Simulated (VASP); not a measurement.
# LiF (Fm-3m) in VASP: G0W0 quasiparticle levels with PBE

Aim: the G0W0 quasiparticle levels of LiF with PBE.

Program: VASP 6.6.1. These are calculated values, not measurements. Logs are shortened: lines on timing, memory, paths and dates and some standing lists are left out, and cuts for length are marked.

**1. The cell of the first run**

The structure is cubic, space group Fm-3m (No. 225). Conventional cell: a = 3.990 Å, b = 3.990 Å, c = 3.990 Å, α = 90.00°, β = 90.00°, γ = 90.00°. Li (site symmetry m-3m) has 6 F at 1.99 Å within 2.6 Å. Within 2.6 Å of F (site symmetry m-3m) lie 6 Li at 1.99 Å.

**2. G0W0 quasiparticle levels, PBE**

POSCAR

```
LiF
1.0
    0.0000000000      1.9948691814      1.9948691814
    1.9948691814      0.0000000000      1.9948691814
    1.9948691814      1.9948691814      0.0000000000
Li F
1 1
Direct
    0.0000000000      0.0000000000      0.0000000000
    0.5000000000      0.5000000000      0.5000000000
```

INCAR.step1

```
PREC = Accurate
ENCUT = 500
EDIFF = 1E-8
ISMEAR = 0
SIGMA = 0.01
LREAL = F
LASPH = T
NELM = 60
ALGO = Normal
LWAVE = T
LCHARG = F
GGA = PE
```

INCAR.step2

```
PREC = Accurate
ENCUT = 500
EDIFF = 1E-8
ISMEAR = 0
SIGMA = 0.01
LREAL = F
LASPH = T
NELM = 1
ALGO = Exact
LWAVE = T
LCHARG = F
GGA = PE
NBANDS = 63
LOPTICS = T
ISTART = 1
```

INCAR.step3

```
PREC = Accurate
ENCUT = 500
EDIFF = 1E-8
ISMEAR = 0
SIGMA = 0.01
LREAL = F
LASPH = T
ALGO = EVGW0
LWAVE = F
LCHARG = F
GGA = PE
NELMGW = 1
NBANDS = 63
ENCUTGW = 140.0
NOMEGA = 96
PRECFOCK = Fast
ISTART = 1
NBANDSGW = 12
OMEGAMAX = 30
```

KPOINTS

```
regular mesh
0
Gamma
  6 6 6
```

Potentials or basis: VASP PAW PBE potentials, release 64 (Li_GW, F_GW).

Started as:

```sh
$ cat potpaw_PBE.64/Li_GW/POTCAR potpaw_PBE.64/F_GW/POTCAR > POTCAR
$ cp INCAR.step1 INCAR
$ mpirun -np 1 vasp_std > vasp.out
$ cp INCAR.step2 INCAR
$ mpirun -np 1 vasp_std > vasp.out
$ cp INCAR.step3 INCAR
$ mpirun -np 1 vasp_std > vasp.out
```

OUTCAR:

```text
PREC = Accurate
   ENCUT = 500
   EDIFF = 1E-8
   ISMEAR = 0
   LREAL = F
   LASPH = T
   GGA = PE
   NELMGW = 1
   ENCUTGW = 140.0
   PRECFOCK = Fast
   ISTART = 1

 ion  position               nearest neighbor table
   1  0.000  0.000  0.000-   2 1.99   2 1.99   2 1.99   2 1.99   2 1.99   2 1.99
   2  0.500  0.500  0.500-   1 1.99   1 1.99   1 1.99   1 1.99   1 1.99   1 1.99

  LATTYP: Found a face centered cubic cell.
 ALAT       =     3.9897383628

  Lattice vectors:

 A1 = (   0.0000000000,   1.9948691814,   1.9948691814)
 A2 = (   1.9948691814,   0.0000000000,   1.9948691814)
 A3 = (   1.9948691814,   1.9948691814,   0.0000000000)

Analysis of symmetry for initial positions (statically):
=====================================================================
 Subroutine PRICEL returns:
 Original cell was already a primitive cell.

 Routine SETGRP: Setting up the symmetry group for a
 face centered cubic supercell.

 Subroutine GETGRP returns: Found 48 space group operations
 (whereof 48 operations were pure point group operations)
 out of a pool of 48 trial point group operations.

The static configuration has the point symmetry O_h .

Analysis of symmetry for dynamics (positions and initial velocities):
=====================================================================
 Subroutine PRICEL returns:
 Original cell was already a primitive cell.

 Routine SETGRP: Setting up the symmetry group for a
 face centered cubic supercell.

 Subroutine GETGRP returns: Found 48 space group operations
 (whereof 48 operations were pure point group operations)
 out of a pool of 48 trial point group operations.

The dynamic configuration has the point symmetry O_h .

 Subroutine INISYM returns: Found 48 space group operations
 (whereof 48 operations are pure point group operations),
 and found     1 'primitive' translations

----------------------------------------------------------------------------------------

                                     Primitive cell

  volume of cell :      15.8772

  direct lattice vectors                    reciprocal lattice vectors
     0.000000000  1.994869181  1.994869181    -0.250643002  0.250643002  0.250643002
     1.994869181  0.000000000  1.994869181     0.250643002 -0.250643002  0.250643002
     1.994869181  1.994869181  0.000000000     0.250643002  0.250643002 -0.250643002

  length of vectors
     2.821171051  2.821171051  2.821171051     0.434126414  0.434126414  0.434126414

  position of ions in fractional coordinates (direct lattice)
     0.000000000  0.000000000  0.000000000
     0.500000000  0.500000000  0.500000000

  ion indices of the primitive-cell ions
   primitive index   ion index
                 1           1
                 2           2

----------------------------------------------------------------------------------------

 KPOINTS: regular mesh

Automatic generation of k-mesh.
 Grid dimensions read from file:
 generate k-points for:    6    6    6

 Generating k-lattice:

  Cartesian coordinates                     Fractional coordinates (reciprocal lattice)
    -0.041773834  0.041773834  0.041773834     0.166666667  0.000000000  0.000000000
     0.041773834 -0.041773834  0.041773834     0.000000000  0.166666667  0.000000000
     0.041773834  0.041773834 -0.041773834     0.000000000  0.000000000  0.166666667

  Length of vectors
     0.072354402  0.072354402  0.072354402

  Shift w.r.t. Gamma in fractional coordinates (k-lattice)
     0.000000000  0.000000000  0.000000000

 Subroutine IBZKPT returns following result:
 ===========================================

 Found     16 irreducible k-points:

 Following reciprocal coordinates:
            Coordinates               Weight
  0.000000  0.000000  0.000000      1.000000
  0.166667  0.000000  0.000000      8.000000
  0.333333  0.000000  0.000000      8.000000
  0.500000  0.000000  0.000000      4.000000
  0.166667  0.166667  0.000000      6.000000
  0.333333  0.166667  0.000000     24.000000
[... 8 lines left out ...]
 -0.333333  0.333333  0.166667     24.000000
 -0.333333  0.500000  0.166667     12.000000
   k-points           NKPTS =     16   k-points in BZ     NKDIM =    216   number of bands    NBANDS=     63
   number of dos      NEDOS =    301   number of ions     NIONS =      2
   total plane-waves  NPLWV =  13824
   dimension x,y,z NGX =    24 NGY =   24 NGZ =   24
   dimension x,y,z NGXF=    48 NGYF=   48 NGZF=   48
   ions per type =               1   1
   NGX,Y,Z   is equivalent  to a cutoff of  14.14, 14.14, 14.14 a.u.
   NGXF,Y,Z  is equivalent  to a cutoff of  28.29, 28.29, 28.29 a.u.
 SYSTEM =  unknown system
   PREC   = accura    normal or accurate (medium, high low for compatibility)
   ISTART =      1    job   : 0-new  1-cont  2-samecut
   ICHARG =      0    charge: 1-file 2-atom 10-const
   ISPIN  =      1    spin polarized calculation?
   LNONCOLLINEAR =      F non collinear calculations
   LSORBIT =      F    spin-orbit coupling
   LASPH  =      T    aspherical Exc in radial PAW
   ENCUT  =  500.0 eV  36.75 Ry    6.06 a.u.   5.14  5.14  5.14*2*pi/ulx,y,z
   NELM   =     60;   NELMIN=  2; NELMDL=  0     # of ELM steps
   EDIFF  = 0.1E-07   stopping-criterion for ELM
   LREAL  =      F    real-space projection
   EDIFFG = 0.1E-06   stopping-criterion for IOM
   NSW    =      0    number of steps for IOM
   IBRION =     -1    ionic relax: 0-MD 1-quasi-New 2-CG
   NFREE  =      0    steps in history (QN), initial steepest desc. (CG)
   ISIF   =      0    stress and relaxation
   ISYM   =      3    0-nonsym 1-usesym 2-fastsym
   POTIM  = 0.5000    time-step for ionic-motion
   TEBEG  =    0.0;   TEEND  =   0.0 temperature during run
   PSTRESS=    0.0 pullay stress
   NELECT =       8.0000    total number of electrons
   NUPDOWN=      -1.0000    fix difference up-down
   EMIN   =  10.00;   EMAX   =-10.00  energy-range for DOS
   EFERMI =   0.00;   METHOD = LEGACY
   ISMEAR =     0;   SIGMA  =   0.01  broadening in eV -4-tet -1-fermi 0-gaus
   EFERMI_NEDOS =   21; number of points for ismear=-14 and -15
   IALGO  =     38    algorithm
   IMIX   =      4    mixing-type and parameters
     AMIX     =   0.40;   BMIX     =  1.00
     AMIX_MAG =   1.60;   BMIX_MAG =  1.00
  volume/ion in A,a.u.               =       7.94        53.57
  Fermi-wavevector in a.u.,A,eV,Ry     =   1.302708  2.461761 23.089741  1.697048
  Thomas-Fermi vector in A             =   2.433758
   LORBIT       =      0    0 simple, 1 ext, 2 COOP (PROOUT), +10 PAW based schemes
   GGA     = PE    functional components
   LHFCALC =     T    Hartree Fock is set to
   PRECFOCK=fast      Normal, Fast or Accurate (Low or Medium for compatibility)
   ENCUT4O =  -1.0   cutoff for four orbital integrals eV
   NKREDX  =     1    reduce k-point grid by
   NKREDY  =     1    reduce k-point grid by
   NKREDZ  =     1    reduce k-point grid by
   AEXX    =    1.0000 exact exchange contribution
   HFSCREEN=    0.0000 screening length (either q_TF or 0.3 A-1)
   HFSCREENC=   0.0000 screening length for correlation (either q_TF or 0.3 A-1)
   ENCUTFOCK=  -1.0 apply spherical cutoff to Coloumb kernel
   IVDW    =     0    specifies the selected vdW correction
   LEPSILON=     F    determine dielectric tensor
   LRPA    =     F    only Hartree local field effects (RPA)
   LRPAFORCE           =     F    calculate RPA forces
   ENCUTGW             = 140.0    cutoff for response function in eV
   ENCUTGWSOFT         = 112.0    soft cutoff for Coulomb kernel in GW response function in eV
   ENCUTLF             =  -1.0    cutoff for local field effects
   NELMGW              =     1    number of iterations in solving QP/BSE equation
   NELMHF              =     1    number of iterations in the inner HF iteration
   NKREDLFX            =     1    NKREDLFY  =   1   NKREDLFZ  =   1
 non-spin polarized calculation
 Gauss-broadening in eV      SIGMA  =   0.01
  energy-cutoff  :      500.00
  volume of cell :       15.88
 maximum number of plane-waves:       419
 NGX is ok and might be reduce to    24
  NGX = 12; NGY = 12; NGZ = 12
   NGX = 11   NGY = 11   NGZ = 11
 maximum number of plane-waves:        70

 QP shifts <psi_nk| G(iteration)W_0 |psi_nk>: iteration 1
 for sc-GW calculations column KS-energies equals QP-energies in previous step
 and V_xc(KS)=  KS-energies - (<T + V_ion + V_H > + <T+V_H+V_ion>^1  + <V_x>^1)

 k-point   1 :       0.0000    0.0000    0.0000
  band No.  KS-energies  QP-energies   sigma(KS)   V_xc(KS)     V^pw_x(r,r')   Z            occupation Imag(sigma)

      1     -23.2013     -27.3770     -27.7202     -22.2940     -36.5050       0.7695       2.0000       1.0238
      2      -3.0932      -5.7073     -26.1235     -22.9322     -30.7126       0.8191       2.0000       0.0645
      3      -3.0932      -5.7073     -26.1235     -22.9322     -30.7126       0.8191       2.0000       0.0645
      4      -3.0932      -5.7073     -26.1235     -22.9322     -30.7126       0.8191       2.0000       0.0645
      5       6.2174       7.9117      -8.6008     -10.5129      -5.5192       0.8861       0.0000      -0.0486
      6      21.2304      23.7974      -5.5133      -8.5003      -1.5829       0.8594       0.0000      -0.1242
      7      21.2304      23.7974      -5.5133      -8.5003      -1.5829       0.8594       0.0000      -0.1242
      8      21.2304      23.7974      -5.5133      -8.5003      -1.5829       0.8594       0.0000      -0.1242
      9      21.5199      23.2715      -6.4678      -8.4852      -2.6606       0.8683       0.0000      -0.1389
     10      21.5199      23.2715      -6.4678      -8.4852      -2.6606       0.8683       0.0000      -0.1389
     11      21.5199      23.2715      -6.4678      -8.4852      -2.6606       0.8683       0.0000      -0.1389
     12      24.7228      25.6586      -5.6009      -6.7085      -1.0960       0.8449       0.0000      -0.5180

 k-point   2 :       0.1667    0.0000    0.0000
  band No.  KS-energies  QP-energies   sigma(KS)   V_xc(KS)     V^pw_x(r,r')   Z            occupation Imag(sigma)
[... 225 lines left out ...]
      1     -22.4322     -26.4404     -28.7052     -23.2947     -37.3995       0.7408       2.0000       0.8610
      2      -5.7678      -8.8535     -22.7067     -18.8958     -27.0733       0.8097       2.0000       0.0848
      3      -4.7267      -7.6508     -23.9939     -20.3926     -28.4477       0.8120       2.0000       0.0751
      4      -3.9801      -6.7941     -25.1066     -21.6534     -29.6570       0.8149       2.0000       0.0696
      5      12.0463      14.5779     -10.6428     -13.5856      -7.4980       0.8603       0.0000      -0.0625
      6      12.5445      14.6584      -8.5668     -10.9915      -5.3104       0.8718       0.0000      -0.0600
      7      14.6236      16.7830      -6.5333      -8.9963      -2.9644       0.8768       0.0000      -0.0651
      8      16.7243      19.0890      -7.6834     -10.4344      -4.0507       0.8596       0.0000      -0.0740
      9      21.2145      23.3060      -6.5230      -8.9848      -2.5418       0.8496       0.0000      -0.1449
     10      29.0296      31.0266      -6.0648      -8.3345      -1.7597       0.8798       0.0000      -0.5398
     11      31.4395      34.4580      -8.2387     -11.4260      -3.8136       0.9471       0.0000      -0.9309
     12      35.5878      38.7636      -8.4295     -11.9130      -3.9142       0.9117       0.0000      -1.0363
```

Wall time 2.3 min (1 thread of AMD EPYC 7R13 (Zen 3), shared host); peak memory 0.25 GiB.

What came out:

```yaml
Quasiparticle_gap: 13.62 eV
Least_direct_quasiparticle_gap: 13.62 eV
Band_gap_of_the_starting_levels_on_the_mesh: 9.31 eV
Least_direct_gap_of_the_starting_levels_on_the_mesh: 9.31 eV
```

Caveat: the k points lie up to 0.45 Å⁻¹ apart; bands, screening cutoff and mesh are small and nothing is extrapolated, so the quasiparticle values aren't converged.
